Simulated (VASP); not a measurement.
Wanted: the native input for a VASP 6.6.1 run.

```
Task                   : single point
Functional             : r2SCAN
Potentials or basis    : VASP PAW PBE potentials, release 64 (Si, Zr_sv, O)
Cutoff                 : 580 eV
k mesh                 : 1 × 1 × 1, shifted
Occupations            : fermi-dirac, width 0.05 eV
Spin                   : no spin polarisation
Dipole correction      : no
Further INCAR settings : LREAL = Auto; ALGO = Normal; EDIFF = 1e-06; NBANDS = 242; ISYM = -1
```

System: ZrSi11O24 (a cell with a defect).

```xyz
72
Lattice="8.3887 0.0000 0.0000 0.0000 8.3887 0.0000 0.0000 0.0000 8.0356" Properties=species:S:1:pos:R:3 pbc="T T T"
Si    0.0040    0.0223    8.0093
Si    8.3845    0.0464    2.6964
Si    8.3653    8.3843    5.3662
Si    8.3255    4.2280    8.0166
Si    8.3269    4.2159    2.6943
Si    8.3745    4.1798    5.3685
Si    4.2381    8.3242    8.0179
Si    4.2704    8.3350    2.6963
Si    4.1856    8.3782    5.3611
Si    4.2460    4.2046    7.9263
Si    4.2045    4.1580    5.3948
Si    2.0326    2.0339    4.0856
Si    2.0778    2.0573    6.6376
Si    2.0153    6.3183    1.2884
Si    2.0290    6.3194    4.0728
Si    2.0782    6.2983    6.6886
Si    6.2730    2.0910    1.3194
Si    6.2703    2.1093    4.0385
Si    6.3016    2.0735    6.6867
Si    6.3916    6.3661    1.3271
Si    6.3790    6.3481    4.0503
Si    6.2828    6.2768    6.6905
Zr    4.0850    4.5060    2.6836
Zr    2.2613    2.2348    1.3236
O     1.2348    1.2467    7.9007
O     1.2145    1.2348    2.8094
O     1.2433    1.2488    5.3676
O     1.1805    5.5376    7.9944
O     1.2991    5.4592    2.6835
O     1.2086    5.5070    5.3916
O     5.4906    1.2378    8.0151
O     5.4731    1.2845    2.6807
O     5.4646    1.2638    5.3668
O     5.4885    5.4870    0.0170
O     5.6750    5.6037    2.6914
O     5.5043    5.5005    5.3411
O     3.0096    2.9377    7.7247
O     2.9061    2.9050    2.9929
O     2.8927    2.8459    5.3606
O     2.9030    7.0952    8.0234
O     3.0091    6.9275    2.6688
O     2.8712    7.1448    5.3750
O     7.0906    2.9107    8.0297
O     7.0513    2.9417    2.6714
O     7.1304    2.8848    5.3664
O     7.1344    7.1233    8.0087
O     7.1897    7.1814    2.6883
O     7.1304    7.1176    5.3808
O     0.6897    3.4849    1.3363
O     0.7673    3.3810    4.0301
O     0.7910    3.3949    6.7004
O     0.8414    7.6179    1.3435
O     0.8083    7.5667    4.0273
O     0.7991    7.5760    6.6842
O     4.9374    3.2899    1.2060
O     5.0629    3.3775    4.1329
O     5.0848    3.4012    6.6613
O     5.0915    7.5288    1.3363
O     5.0497    7.5631    4.0357
O     5.0178    7.5381    6.6850
O     3.4735    0.6387    1.3548
O     3.3698    0.7301    4.0059
O     3.3876    0.7651    6.6986
O     3.1663    4.9316    1.0318
O     3.2581    5.0736    4.3188
O     3.4193    5.0431    6.6674
O     7.5888    0.8420    1.3273
O     7.5381    0.8132    4.0429
O     7.5433    0.8031    6.6843
O     7.5494    5.0737    1.3362
O     7.5856    5.0357    4.0348
O     7.5221    4.9980    6.6876
```

One way to write it, as run:

POSCAR

```
ZrSi11O24
1.0
    8.3886930000      0.0000000000      0.0000000000
    0.0000000000      8.3886930000      0.0000000000
    0.0000000000      0.0000000000      8.0356430000
Si Zr O
22 2 48
Direct
    0.0004820000      0.0026540000      0.9967210000
    0.9995000000      0.0055290000      0.3355500000
    0.9972170000      0.9994770000      0.6677960000
    0.9924680000      0.5040110000      0.9976250000
    0.9926330000      0.5025730000      0.3352960000
    0.9983140000      0.4982680000      0.6680860000
    0.5052150000      0.9923100000      0.9977950000
    0.5090620000      0.9936010000      0.3355470000
    0.4989570000      0.9987460000      0.6671620000
    0.5061520000      0.5012270000      0.9863910000
    0.5012090000      0.4956640000      0.6713600000
    0.2422990000      0.2424590000      0.5084300000
    0.2476890000      0.2452440000      0.8260250000
    0.2402400000      0.7531900000      0.1603400000
    0.2418750000      0.7533270000      0.5068430000
    0.2477380000      0.7508040000      0.8323720000
    0.7477910000      0.2492660000      0.1641910000
    0.7474650000      0.2514450000      0.5025730000
    0.7512050000      0.2471750000      0.8321360000
    0.7619290000      0.7588870000      0.1651490000
    0.7604320000      0.7567500000      0.5040400000
    0.7489640000      0.7482460000      0.8326010000
    0.4869600000      0.5371540000      0.3339630000
    0.2695710000      0.2664030000      0.1647190000
    0.1471940000      0.1486200000      0.9832110000
    0.1447770000      0.1472010000      0.3496150000
    0.1482150000      0.1488710000      0.6679720000
    0.1407200000      0.6601320000      0.9948720000
    0.1548580000      0.6507860000      0.3339460000
    0.1440730000      0.6564820000      0.6709620000
    0.6545250000      0.1475590000      0.9974390000
    0.6524350000      0.1531170000      0.3336070000
    0.6514240000      0.1506540000      0.6678770000
    0.6542680000      0.6540970000      0.0021110000
    0.6765040000      0.6680080000      0.3349310000
    0.6561520000      0.6557040000      0.6646810000
    0.3587680000      0.3501950000      0.9613020000
    0.3464340000      0.3462960000      0.3724530000
    0.3448340000      0.3392490000      0.6670990000
    0.3460630000      0.8458080000      0.9984760000
    0.3587080000      0.8258100000      0.3321250000
    0.3422650000      0.8517210000      0.6689010000
    0.8452560000      0.3469790000      0.9992590000
    0.8405730000      0.3506720000      0.3324470000
    0.8500000000      0.3438960000      0.6678230000
    0.8504810000      0.8491600000      0.9966520000
    0.8570660000      0.8560860000      0.3345460000
    0.8499970000      0.8484750000      0.6696180000
    0.0822170000      0.4154230000      0.1662960000
    0.0914650000      0.4030400000      0.5015290000
    0.0942930000      0.4046950000      0.8338360000
    0.1002960000      0.9081160000      0.1671970000
    0.0963540000      0.9020070000      0.5011760000
    0.0952550000      0.9031230000      0.8318190000
    0.5885760000      0.3921830000      0.1500840000
    0.6035440000      0.4026260000      0.5143250000
    0.6061470000      0.4054460000      0.8289660000
    0.6069510000      0.8974910000      0.1662970000
    0.6019620000      0.9015880000      0.5022200000
    0.5981570000      0.8986020000      0.8319230000
    0.4140750000      0.0761420000      0.1686050000
    0.4017040000      0.0870350000      0.4985210000
    0.4038290000      0.0912060000      0.8336150000
    0.3774490000      0.5878920000      0.1284010000
    0.3883940000      0.6048100000      0.5374570000
    0.4076080000      0.6011740000      0.8297310000
    0.9046460000      0.1003760000      0.1651750000
    0.8986050000      0.0969370000      0.5031190000
    0.8992200000      0.0957350000      0.8318290000
    0.8999500000      0.6048270000      0.1662870000
    0.9042690000      0.6003020000      0.5021150000
    0.8967000000      0.5958060000      0.8322410000
```

INCAR.step1

```
SYSTEM = ZrSi11O24
  PREC = Accurate
  ENCUT = 580
  ISMEAR = -1
  SIGMA = 0.05
  LREAL = Auto
  LASPH = .TRUE.
  NELM = 120
  NBANDS = 242
  ISYM = -1
  GGA = PE
  ALGO = Normal
  EDIFF = 1E-5
  LWAVE = .TRUE.
  LCHARG = .FALSE.
  GGA_COMPAT = .FALSE.
```

INCAR.step2

```
SYSTEM = ZrSi11O24
  PREC = Accurate
  ENCUT = 580
  EDIFF = 1E-6
  ISMEAR = -1
  SIGMA = 0.05
  LREAL = Auto
  LASPH = .TRUE.
  NELM = 120
  ALGO = Normal
  ISIF = 2
  LWAVE = .FALSE.
  LCHARG = .FALSE.
  METAGGA = R2SCAN
  LMIXTAU = .TRUE.
  NBANDS = 242
  ISYM = -1
  ISTART = 1
  GGA_COMPAT = .FALSE.
```

KPOINTS

```
explicit points
1
Reciprocal
  0.25000000   0.25000000   0.25000000 1
```

Potentials or basis: VASP PAW PBE potentials, release 64 (Si, Zr_sv, O).

Launch:

```console
$ cat potpaw_PBE.64/Si/POTCAR potpaw_PBE.64/Zr_sv/POTCAR potpaw_PBE.64/O/POTCAR > POTCAR
$ cp INCAR.step1 INCAR
$ mpirun -np 1 vasp_std > vasp.out
$ cp INCAR.step2 INCAR
$ mpirun -np 1 vasp_std > vasp.out
```

Results of the run:

```json
{
 "Pressure": "13.8 GPa",
 "Largest force": "0.266 eV/Å",
 "Band gap on the k mesh": "4.93 eV"
}
```

Caveat: the PAW data sets were made with another functional, which shifts forces and pressure a little.

Wall time 18 min on 1 thread of Intel(R) Xeon(R) Platinum 8259CL CPU @ 2.50GHz (Skylake/Cascade Lake), on a shared host, peak memory 0.8 GiB.
